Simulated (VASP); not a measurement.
Input of a VASP 6.6.1 run:

The input INCAR:

```
SYSTEM = PbSe
PREC = Accurate
ENCUT = 520
EDIFF = 1E-6
ISMEAR = 0
SIGMA = 0.01
LREAL = .False.
LASPH = .True.
NELM = 100
ALGO = Normal
ISIF = 2
LWAVE = .False.
LCHARG = .False.
GGA = PE
NBANDS = 28
```

KPOINTS

```
regular mesh
0
Gamma
  6 6 4
  0 0 0
```

The input POSCAR:

```
PbSe
1.0
    5.1004135875      0.0000000000      0.0000000000
   -2.5502067937      4.4170877366      0.0000000000
    0.0000000000      0.0000000000      6.1332879893
Pb Se
2 2
Direct
    0.3333333333      0.6666666667      0.2500000000
    0.6666666667      0.3333333333      0.7500000000
    0.6666666667      0.3333333333      0.2500000000
    0.3333333333      0.6666666667      0.7500000000
```

Potentials or basis: VASP PAW PBE potentials, release 64 (Pb_d, Se).

Launch:

```sh
$ cat potpaw_PBE.64/Pb_d/POTCAR potpaw_PBE.64/Se/POTCAR > POTCAR
$ mpirun -np 1 vasp_std > vasp.out
```

Task: Predict the pressure.

Result: 2.6 GPa.

Task: Predict the band gap on the k mesh.

Result: 1.10 eV, direct.

Stress tensor (GPa, compression positive):
```
2.53 0.00 0.00
0.00 2.53 0.00
0.00 0.00 2.68
```

Caveat: spin-orbit coupling is left out, which moves the levels of the heavy elements. A k mesh can miss the band edges.
